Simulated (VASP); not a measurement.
Here is a VASP 6.6.1 calculation.

Contents of INCAR:

```
  PREC = Accurate
  ENCUT = 520
  EDIFF = 1E-7
  ISMEAR = 0
  SIGMA = 0.1
  LREAL = False
  LASPH = True
  NELM = 60
  ALGO = Normal
  ISIF = 2
  LWAVE = False
  LCHARG = False
  GGA = PE
  NBANDS = 20
```

KPOINTS

```
regular mesh
0
Gamma
  6 6 4
```

File POSCAR:

```
Ca2H3
1.0
    3.2214610800      0.0000000000      0.0000000000
   -1.6107305400      2.7898671300      0.0000000000
    0.0000000000      0.0000000000      7.3015848800
Ca H
2 3
Direct
    0.0000000000      0.0000000000      0.8167645100
    0.0000000000      0.0000000000      0.1832354900
    0.5000000000      0.0000000000      0.0000000000
    0.0000000000      0.5000000000      0.0000000000
    0.5000000000      0.5000000000      0.0000000000
```

Potentials or basis: VASP PAW PBE potentials, release 64 (Ca_sv, H).

Run with:

```console
$ cat potpaw_PBE.64/Ca_sv/POTCAR potpaw_PBE.64/H/POTCAR > POTCAR
$ mpirun -np 1 vasp_std > vasp.out
```

Q: Predict the largest force.

A: 2.196 eV/Å.

Q: Estimate the pressure.

A: 22.6 GPa.

Stress tensor (GPa, compression positive):
```
28.82  0.00  0.00
 0.00 28.82  0.00
 0.00  0.00 10.24
```

Caveat: the k points lie up to 0.38 Å⁻¹ apart; forces of over 1 eV/Å act on the atoms, so gaps and moduli don't describe the material at rest.
